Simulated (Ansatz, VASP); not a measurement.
# One calculation of CaO, two programs

The input INCAR:

```
SYSTEM = CaO
PREC     = Accurate       ! precision mode
ENCUT    = 600            ! plane-wave cutoff, eV
EDIFF    = 1E-7           ! SCF threshold, eV
ISMEAR   = -1             ! smearing method
SIGMA    = 0.05           ! smearing width, eV
LREAL    = .FALSE.        ! projectors in reciprocal space
LASPH    = .TRUE.         ! aspherical terms in the spheres
NELM     = 100            ! most SCF steps
ALGO     = Normal         ! electronic algorithm
ISIF     = 3              ! what is computed and relaxed
LWAVE    = .FALSE.        ! write WAVECAR
LCHARG   = .FALSE.        ! write CHGCAR
GGA      = B5             ! functional
ALDAX    = 1.0          
AGGAX    = 1.0          
AGGAC    = 1.0          
ALDAC    = 0.0          
IBRION   = 2              ! ionic algorithm
NSW      = 60             ! ionic steps
EDIFFG   = -0.01          ! ionic threshold
```

The input KPOINTS:

```
Automatic mesh
0
G
  10 10 10
  0 0 0
```

Contents of POSCAR:

```
CaO
1.0
    0.0000000000      2.4035556960      2.4035556960
    2.4035556960      0.0000000000      2.4035556960
    2.4035556960      2.4035556960      0.0000000000
Ca O
1 1
Direct
    0.0000000000      0.0000000000      0.0000000000
    0.5000000000      0.5000000000      0.5000000000
```

Contents of input.yaml:

```yaml
crystal:
  lattice:
    - [0.0, 2.403555696, 2.403555696]
    - [2.403555696, 0.0, 2.403555696]
    - [2.403555696, 2.403555696, 0.0]
  atoms:
    - { symbol: Ca, position: [0.0, 0.0, 0.0] }
    - { symbol: O, position: [0.5, 0.5, 0.5] }
hamiltonian:
  xc: blyp
  pseudopotentials: { kind: paw }
kpoints:
  mp_grid: { grid: [10, 10, 10] }
scf:
  occupations: { method: fermi_dirac, width: 0.05 }
output:
  forces: true
  stress: true
relax:
  f_tol: 0.01
  max_steps: 40
  cell: { stress_tol: 0.05 }
```

Alike in both runs: task relaxation of cell and atoms; functional BLYP; k mesh 10 × 10 × 10; occupations fermi-dirac, width 0.05 eV; no spin polarisation.

|  | VASP | Ansatz |
| --- | --- | --- |
| version | VASP 6.6.1 | Ansatz 0.2.0 |
| potentials or method | VASP PAW PBE potentials, release 64 (Ca_sv, O) | Ansatz PAW |
| plane-wave cutoff (eV) | 600 | 420 |
| valence electrons in the cell | 16 | 16 |

VASP gave:

| Quantity | Value |
| --- | --- |
| relaxed volume (Å³/atom) | 14.51 |
| relaxed cell length with the largest relative difference (Å) | 3.449 |

**Question.** Estimate Ansatz's values.

**Answer.** Relaxed volume (Å³/atom): 14.44; relaxed cell length with the largest relative difference (Å): 3.444.

VASP's potentials were made for PBE, not for BLYP.

Noted on Ansatz's run: the plane-wave basis is chosen anew once the cell has moved, so the energies of steps on either side of that aren't comparable.
